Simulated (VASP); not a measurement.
# Cl (P6_3/mmc) in VASP: further runs

Runs on Cl. Level: PBEsol. Tasks: relaxation of shape and atoms at fixed volume, relaxation of cell and atoms.

All numbers are computed with VASP 6.6.1; they aren't measurements. Logs are shortened: lines on timing, memory, paths and dates and some standing lists are left out, and cuts for length are marked.

## Step 1: The cell of the first run

The structure is hexagonal, space group P6_3/mmc (No. 194). The conventional cell has a = 3.236 Å, b = 3.236 Å, c = 3.628 Å, α = 90.00°, β = 90.00°, γ = 120.00°. Cl (site symmetry -6m2) has 12 Cl at 2.60 to 3.24 Å within 3.4 Å.

## Step 2: Relaxation of shape and atoms at fixed volume, PBEsol

File INCAR:

```
PREC = Accurate
ENCUT = 600
EDIFF = 1E-6
ISMEAR = -1
SIGMA = 0.08
LREAL = F
LASPH = T
NELM = 100
ALGO = Normal
ISIF = 4
LWAVE = F
LCHARG = F
GGA = PS
IBRION = 2
NSW = 50
EDIFFG = -0.005
```

File KPOINTS:

```
Automatic mesh
0
Gamma
  15 15 8
```

File POSCAR:

```
Cl
1.0
    3.2362091541      0.0000000000      0.0000000000
   -1.6181045770      2.8026393394      0.0000000000
    0.0000000000      0.0000000000      3.6281428134
Cl
2
Direct
    0.3333333333      0.6666666667      0.2500000000
    0.6666666667      0.3333333333      0.7500000000
```

Potentials or basis: VASP PAW PBE potentials, release 64 (Cl).

The run is started by

```bash
$ cat potpaw_PBE.64/Cl/POTCAR > POTCAR
$ mpirun -np 1 vasp_std > vasp.out
```

OUTCAR:

```text
PREC = Accurate
   ENCUT = 600
   EDIFF = 1E-6
   ISMEAR = -1
   LREAL = F
   LASPH = T
   NELM = 100
   ISIF = 4
   GGA = PS
   IBRION = 2
   NSW = 50
   EDIFFG = -0.005

 ion  position               nearest neighbor table
   1  0.333  0.667  0.250-   2 2.60   2 2.60   2 2.60   2 2.60   2 2.60   2 2.60
   2  0.667  0.333  0.750-   1 2.60   1 2.60   1 2.60   1 2.60   1 2.60   1 2.60

  LATTYP: Found a hexagonal cell.
 ALAT       =     3.2362091541
 C/A-ratio  =     1.1211088779

  Lattice vectors:

 A1 = (   3.2362091541,   0.0000000000,   0.0000000000)
 A2 = (  -1.6181045770,   2.8026393394,   0.0000000000)
 A3 = (   0.0000000000,   0.0000000000,   3.6281428134)

Analysis of symmetry for initial positions (statically):
=====================================================================
 Subroutine PRICEL returns:
 Original cell was already a primitive cell.

 Routine SETGRP: Setting up the symmetry group for a
 hexagonal supercell.

 Subroutine GETGRP returns: Found 24 space group operations
 (whereof 12 operations were pure point group operations)
 out of a pool of 24 trial point group operations.

The static configuration has the point symmetry D_3d.
 The point group associated with its full space group is D_6h.

Analysis of symmetry for dynamics (positions and initial velocities):
=====================================================================
 Subroutine PRICEL returns:
 Original cell was already a primitive cell.

 Routine SETGRP: Setting up the symmetry group for a
 hexagonal supercell.

 Subroutine GETGRP returns: Found 24 space group operations
 (whereof 12 operations were pure point group operations)
 out of a pool of 24 trial point group operations.

The dynamic configuration has the point symmetry D_3d.
 The point group associated with its full space group is D_6h.

 Subroutine INISYM returns: Found 24 space group operations
 (whereof 12 operations are pure point group operations),
 and found     1 'primitive' translations

----------------------------------------------------------------------------------------

                                     Primitive cell

  volume of cell :      32.9070

  direct lattice vectors                    reciprocal lattice vectors
     3.236209154  0.000000000  0.000000000     0.309003514  0.178403262  0.000000000
    -1.618104577  2.802639339  0.000000000     0.000000000  0.356806524  0.000000000
     0.000000000  0.000000000  3.628142813     0.000000000  0.000000000  0.275623108

  length of vectors
     3.236209154  3.236209154  3.628142813     0.356806524  0.356806524  0.275623108

  position of ions in fractional coordinates (direct lattice)
     0.333333333  0.666666667  0.250000000
     0.666666667  0.333333333  0.750000000

  ion indices of the primitive-cell ions
   primitive index   ion index
                 1           1
                 2           2

----------------------------------------------------------------------------------------

 KPOINTS: Automatic mesh

Automatic generation of k-mesh.
 Grid dimensions read from file:
 generate k-points for:   15   15    8

 Generating k-lattice:

  Cartesian coordinates                     Fractional coordinates (reciprocal lattice)
     0.020600234  0.011893551  0.000000000     0.066666667 -0.000000000  0.000000000
     0.000000000  0.023787102  0.000000000     0.000000000  0.066666667  0.000000000
     0.000000000  0.000000000  0.034452889     0.000000000  0.000000000  0.125000000

  Length of vectors
     0.023787102  0.023787102  0.034452889

  Shift w.r.t. Gamma in fractional coordinates (k-lattice)
     0.000000000  0.000000000  0.000000000

 Subroutine IBZKPT returns following result:
 ===========================================

 Found    135 irreducible k-points:

 Following reciprocal coordinates:
            Coordinates               Weight
  0.000000  0.000000  0.000000      1.000000
  0.066667  0.000000  0.000000      6.000000
  0.133333  0.000000  0.000000      6.000000
  0.200000 -0.000000  0.000000      6.000000
[... 39 lines left out ...]
     AMIX_MAG =   1.60;   BMIX_MAG =  1.00
  volume/ion in A,a.u.               =      16.45       111.03
  Fermi-wavevector in a.u.,A,eV,Ry     =   1.231274  2.326771 20.626925  1.516036
  Thomas-Fermi vector in A             =   2.366090
   LORBIT       =      0    0 simple, 1 ext, 2 COOP (PROOUT), +10 PAW based schemes
   GGA     = PS    functional components
   LHFCALC =     F    Hartree Fock is set to
   AEXX    =    0.0000 exact exchange contribution
   IVDW    =     0    specifies the selected vdW correction
   LEPSILON=     F    determine dielectric tensor
   LRPA    =     F    only Hartree local field effects (RPA)
 conjugate gradient relaxation of ions
 non-spin polarized calculation
  energy-cutoff  :      600.00
  volume of cell :       32.91
 maximum number of plane-waves:      1121
 NGX is ok and might be reduce to    28
   NGX = 13   NGY = 13   NGZ = 15

--------------------------------------- Ionic step        1  -------------------------------------------

 number of electron      14.0000000 magnetization

 Free energy of the ion-electron system (eV)
  ---------------------------------------------------
  ext. energy  EPLUGINS =         0.00000000
  ---------------------------------------------------
  free energy    TOTEN  =        -2.38354887 eV

  energy without entropy =       -2.34509381  energy(sigma->0) =       -2.36432134

------------------------ aborting loop because EDIFF is reached ----------------------------------------

  FORCE on cell =-STRESS in cart. coord.  units (eV):
  Direction    XX          YY          ZZ          XY          YZ          ZX
  --------------------------------------------------------------------------------------
  -------------------------------------------------------------------------------------
  Total        2.8126662      2.8126662      4.9076283      0.0000000      0.0000000      0.0000000
  in kB      136.9432402    136.9432402    238.9428694      0.0000000      0.0000000      0.0000000
  external PRESSURE =     170.9431166 kB  Pullay stress =       0.0000000 kB
[... 93 lines left out ...]
  energy  without entropy=       -2.4163766518  energy(sigma->0) =       -2.43707571

--------------------------------------- Ionic step        4  -------------------------------------------

 number of electron      14.0000001 magnetization

 Free energy of the ion-electron system (eV)
  ---------------------------------------------------
  ext. energy  EPLUGINS =         0.00000000
  ---------------------------------------------------
  free energy    TOTEN  =        -2.45784605 eV

  energy without entropy =       -2.41658006  energy(sigma->0) =       -2.43721305

 E-fermi :   5.4772     XC(G=0): -10.9930

 val. band max:        5.4767122189   @ k =   0.2667   0.0667   0.1250
 cond. band min:       5.4900685980   @ k =   0.0000   0.0000   0.1250
 fundamental gap:      0.0133563791
 Fermi energy:         5.4772323993

 k-point     1 :       0.0000    0.0000    0.0000
  band No.  band energies     occupation
      1     -12.5444      2.00000
      2      -7.6563      2.00000
      3      -1.1767      2.00000
      4       3.4160      2.00000
      5       3.4160      2.00000
      6       5.5697      0.47865
      7       5.5697      0.47865
      8       7.2590      0.00000
      9      12.0949      0.00000
     10      15.5354      0.00000
     11      17.5222      0.00000
[... 309 lines left out ...]
 k-point    24 :       0.4000    0.2000    0.0000
  band No.  band energies     occupation
      1      -9.9654      2.00000
      2      -8.9459      2.00000
      3      -0.4553      2.00000
      4       1.7137      2.00000
      5       1.7821      2.00000
      6       2.5772      2.00000
      7       3.1814      2.00000
      8       4.9585      1.99695
      9      13.5746      0.00000
     10      13.7385      0.00000
     11      17.9314      0.00000

 [... further k-points ...]

------------------------ aborting loop because EDIFF is reached ----------------------------------------

  FORCE on cell =-STRESS in cart. coord.  units (eV):
  Direction    XX          YY          ZZ          XY          YZ          ZX
  --------------------------------------------------------------------------------------
  -------------------------------------------------------------------------------------
  Total        2.7768824      2.7768824      2.7750337      0.0000000      0.0000000      0.0000000
  in kB      135.2010011    135.2010011    135.1109899      0.0000000      0.0000000      0.0000000
  external PRESSURE =     135.1709974 kB  Pullay stress =       0.0000000 kB
[... 17 lines left out ...]
  FREE ENERGIE OF THE ION-ELECTRON SYSTEM (eV)
  ---------------------------------------------------
  free  energy   TOTEN  =        -2.4578460460 eV

  energy  without entropy=       -2.4165800561  energy(sigma->0) =       -2.43721305

 reached required accuracy - stopping structural energy minimisation
```

Wall time 1.8 min (1 thread of Intel Xeon Platinum 8175M at 2.50GHz (Skylake/Cascade Lake), shared host); peak memory 0.18 GiB.

What came out:

- Free energy: -2.4578 eV
- Energy gained by relaxing: 37.1 meV/atom
- Ionic steps: 4
- Pressure after relaxing: 13.5 GPa
- Band gap on the k mesh: zero (bands 7 and 8 overlap by 2.52 eV)

Step by step:
| step | energy change (eV) | largest force (eV/Å) | pressure (GPa) | volume (Å³) |
| --- | --- | --- | --- | --- |
| 1 | 0.0000 | 0.0000 | 17.09 | 32.91 |
| 2 | -0.0543 | 0.0000 | 15.24 | 32.91 |
| 3 | -0.0742 | 0.0000 | 13.42 | 32.91 |
| 4 | -0.0743 | 0.0000 | 13.52 | 32.91 |

Final structure:
```xyz
2
Lattice="3.1261 0.0000 0.0000 -1.5631 2.7073 0.0000 0.0000 0.0000 3.8882" Properties=species:S:1:pos:R:3 pbc="T T T"
Cl    0.0000    1.8049    0.9721
Cl    1.5631    0.9024    2.9162
```

Levels at points of the mesh, in eV from the Fermi level:
| k point | band 4 | band 5 | band 6 | band 7 | band 8 | band 9 | band 10 | band 11 |
| --- | --- | --- | --- | --- | --- | --- | --- | --- |
| (0.00, 0.00, 0.00) | -2.06 | -2.06 | 0.09 | 0.09 | 1.78 | 6.62 | 10.06 | 12.04 |
| (0.00, 0.00, 0.50) | -2.20 | -1.00 | -1.00 | -1.00 | -1.00 | 10.03 | 10.03 | 11.04 |

Caveat: the PAW data sets were made with another functional, which shifts forces and pressure a little.

## Step 3: Relaxation of shape and atoms at fixed volume, PBEsol

This run uses another cell than the first one, of 18.51 Å³/atom.

File INCAR:

```
SYSTEM = Cl
PREC     = Accurate       ! precision mode
ENCUT    = 600            ! plane-wave cutoff, eV
EDIFF    = 1E-6           ! SCF threshold, eV
ISMEAR   = -1             ! smearing method
SIGMA    = 0.08           ! smearing width, eV
LREAL    = .False.        ! projectors in reciprocal space
LASPH    = .True.         ! aspherical terms in the spheres
NELM     = 100            ! most SCF steps
ALGO     = Normal         ! electronic algorithm
ISIF     = 4              ! what is computed and relaxed
LWAVE    = .False.        ! write WAVECAR
LCHARG   = .False.        ! write CHGCAR
GGA      = PS             ! functional
IBRION   = 2              ! ionic algorithm
NSW      = 50             ! ionic steps
EDIFFG   = -0.005         ! ionic threshold
```

File KPOINTS:

```
Automatic mesh
0
Gamma
  15 15 8
  0 0 0
```

File POSCAR:

```
Cl
1.0
    3.3657931548      0.0000000000      0.0000000000
   -1.6828965774      2.9148623759      0.0000000000
    0.0000000000      0.0000000000      3.7734205870
Cl
2
Direct
    0.3333333333      0.6666666667      0.2500000000
    0.6666666667      0.3333333333      0.7500000000
```

Potentials or basis: VASP PAW PBE potentials, release 64 (Cl).

The run is started by

```bash
$ cat potpaw_PBE.64/Cl/POTCAR > POTCAR
$ mpirun -np 1 vasp_std > vasp.out
```

Wall time 2.1 min (1 thread of Intel Xeon Platinum 8175M at 2.50GHz (Skylake/Cascade Lake), shared host); peak memory 0.19 GiB.

It converged, with:

| Property | Result |
| --- | --- |
| Free energy | -2.6826 eV |
| Energy gained by relaxing | 7.5 meV/atom |
| Ionic steps | 3 |
| Pressure after relaxing | 4.8 GPa |
| Band gap on the k mesh | zero (bands 7 and 8 overlap by 2.17 eV) |

Step by step:
| step | energy change (eV) | largest force (eV/Å) | pressure (GPa) | volume (Å³) |
| --- | --- | --- | --- | --- |
| 1 | 0.0000 | 0.0000 | 6.08 | 37.02 |
| 2 | -0.0095 | 0.0000 | 5.54 | 37.02 |
| 3 | -0.0150 | 0.0000 | 4.81 | 37.02 |

Final structure:
```cif
data_structure
_symmetry_space_group_name_H-M 'P 1'
_symmetry_Int_Tables_number 1
_cell_length_a 3.3095
_cell_length_b 3.3095
_cell_length_c 3.9029
_cell_angle_alpha 90.000
_cell_angle_beta 90.000
_cell_angle_gamma 120.000
_cell_volume 37.02
loop_
_atom_site_label
_atom_site_type_symbol
_atom_site_fract_x
_atom_site_fract_y
_atom_site_fract_z
_atom_site_occupancy
Cl1 Cl 0.33333 0.66667 0.25000 1
Cl2 Cl 0.66667 0.33333 0.75000 1
```

Levels at points of the mesh, in eV from the Fermi level:
| k point | band 5 | band 6 | band 7 | band 8 | band 9 | band 10 |
| --- | --- | --- | --- | --- | --- | --- |
| (0.00, 0.00, 0.00) | -2.15 | -0.08 | -0.08 | 1.37 | 6.78 | 9.21 |
| (0.00, 0.00, 0.50) | -1.12 | -1.12 | -1.12 | -1.12 | 10.14 | 10.14 |

Caveat: the PAW data sets were made with another functional, which shifts forces and pressure a little.

## Step 4: Relaxation of cell and atoms, PBEsol

This run uses another cell than the first one, of 22.00 Å³/atom.

File INCAR:

```
  PREC = Accurate
  ENCUT = 600
  EDIFF = 1E-6
  ISMEAR = -1
  SIGMA = 0.08
  LREAL = False
  LASPH = True
  NELM = 80
  ALGO = Normal
  ISIF = 3
  LWAVE = False
  LCHARG = False
  GGA = PS
  IBRION = 2
  NSW = 60
  EDIFFG = -0.005
```

File KPOINTS:

```
regular mesh
0
Gamma
  15 15 8
```

File POSCAR:

```
Cl
1.0
    3.1535690409      0.0000000000      0.0000000000
   -1.5767845204      2.7310709020      0.0000000000
    0.0000000000      0.0000000000      5.1087818462
Cl
2
Direct
    0.3333333333      0.6666666667      0.2500000000
    0.6666666667      0.3333333333      0.7500000000
```

The run is started by

```bash
$ cat potpaw_PBE.64/Cl/POTCAR > POTCAR
$ mpirun -np 1 vasp_std > vasp.out
```

Wall time 17 min (1 thread of Intel Xeon Platinum 8175M at 2.50GHz (Skylake/Cascade Lake), shared host); peak memory 0.23 GiB.

Results (log left out):

* Free energy: -2.7376 eV
* Relaxed volume: 20.53 Å³/atom
* Relaxed cell: a = 3.481 Å, b = 3.481 Å, c = 3.913 Å, α = 90.00°, β = 90.00°, γ = 120.00°
* Space group after relaxing (to 0.1 Å): P6_3/mmc (No. 194)
* Energy gained by relaxing: 216.0 meV/atom
* Ionic steps: 38
* Pressure after relaxing: 0.0 GPa
* Band gap on the k mesh: zero (bands 7 and 8 overlap by 2.08 eV)

Step by step:
```
step  energy change (eV)  largest force (eV/Å)  pressure (GPa)  volume (Å³)
   1              0.0000                0.0000           -3.86        44.00
   2             -0.0618                0.0000           -1.86        40.71
   3             -0.0748                0.0000           -0.11        38.85
   4             -0.0749                0.0000            0.09        38.65
   5             -0.0812                0.0000            0.17        38.56
   6             -0.1205                0.0000            0.47        38.26
   7             -0.2434                0.0000            1.52        37.52
   8             -0.3115                0.0000            8.41        35.50
   9             -0.3438                0.0000            5.08        36.30
  10             -0.3432                0.0000            5.86        36.10
  11             -0.3438                0.0000            5.89        36.10
  12             -0.3455                0.0000            5.99        36.12
  13             -0.3477                0.0000            6.21        36.15
  14             -0.3466                0.0000            6.70        36.20
  15             -0.3481                0.0000            6.42        36.18
  16             -0.3510                0.0000            6.27        36.25
  17             -0.3596                0.0000            5.85        36.49
  18             -0.3750                0.0000            5.07        36.95
  19             -0.3998                0.0000            3.60        37.90
  20             -0.4275                0.0000            1.16        39.83
  21             -0.4130                0.0000           -2.15        43.87
  22             -0.4319                0.0000           -0.11        41.17
  23             -0.4319                0.0000           -0.04        41.07
  24             -0.4319                0.0000            0.06        40.97
  25             -0.4319                0.0000            0.06        40.97
  26             -0.4319                0.0000            0.07        40.97
  27             -0.4319                0.0000            0.06        40.97
  28             -0.4319                0.0000            0.07        40.97
  29             -0.4319                0.0000            0.07        40.97
  30             -0.4319                0.0000            0.08        40.98
  31             -0.4319                0.0000            0.05        40.98
  32             -0.4319                0.0000            0.03        41.00
  33             -0.4319                0.0000            0.01        41.03
  34             -0.4319                0.0000           -0.05        41.09
  35             -0.4319                0.0000           -0.02        41.07
  36             -0.4319                0.0000           -0.03        41.07
  37             -0.4319                0.0000           -0.02        41.07
  38             -0.4319                0.0000            0.00        41.07
```

Final structure:
```yaml
crystal:
  lattice:
    - [3.48123, 0.00000, 0.00000]
    - [-1.74061, 3.01483, 0.00000]
    - [0.00000, 0.00000, 3.91297]
  atoms:
    - { symbol: Cl, position: [0.33333, 0.66667, 0.25000] }
    - { symbol: Cl, position: [0.66667, 0.33333, 0.75000] }
```

Levels at points of the mesh, in eV from the Fermi level:
```tsv
k point	band 3	band 4	band 5	band 6	band 7	band 8	band 9	band 10	band 11
(0.00, 0.00, 0.00)	-4.70	-2.17	-2.17	-0.17	-0.17	1.06	7.04	8.60	11.94
(0.00, 0.00, 0.50)	-2.07	-2.07	-1.17	-1.17	-1.17	-1.17	10.18	10.18	10.88
```

Caveat: a cell axis changed by over 15 % at a fixed basis, so the end point is rough; the PAW data sets were made with another functional, which shifts forces and pressure a little.

## Step 5: The runs side by side

| task | cell | gap on the mesh (eV) | pressure (GPa) |
| --- | --- | --- | --- |
| relaxation of shape and atoms at fixed volume | relaxed from a = 3.236, b = 3.236, c = 3.628 Å, angles 90.0, 90.0, 120.0°, 2 atoms | none | 13.5 |
| relaxation of shape and atoms at fixed volume | relaxed from a = 3.366, b = 3.366, c = 3.773 Å, angles 90.0, 90.0, 120.0°, 2 atoms | none | 4.8 |
| relaxation of cell and atoms | relaxed from a = 3.154, b = 3.154, c = 5.109 Å, angles 90.0, 90.0, 120.0°, 2 atoms | none | 0.0 |

Alike in all rows: level PBEsol; potentials or basis VASP PAW PBE potentials, release 64 (Cl); no spin polarisation; k mesh 15 × 15 × 8; cutoff (eV) 600; smearing fermi-dirac 0.08 eV.

Caveats: the PAW data sets were made with another functional, which shifts forces and pressure a little; a cell axis changed by over 15 % at a fixed basis, so the end point is rough (at least some runs).

Total energies depend on the potentials used, so only differences within one code and one set of settings carry meaning.
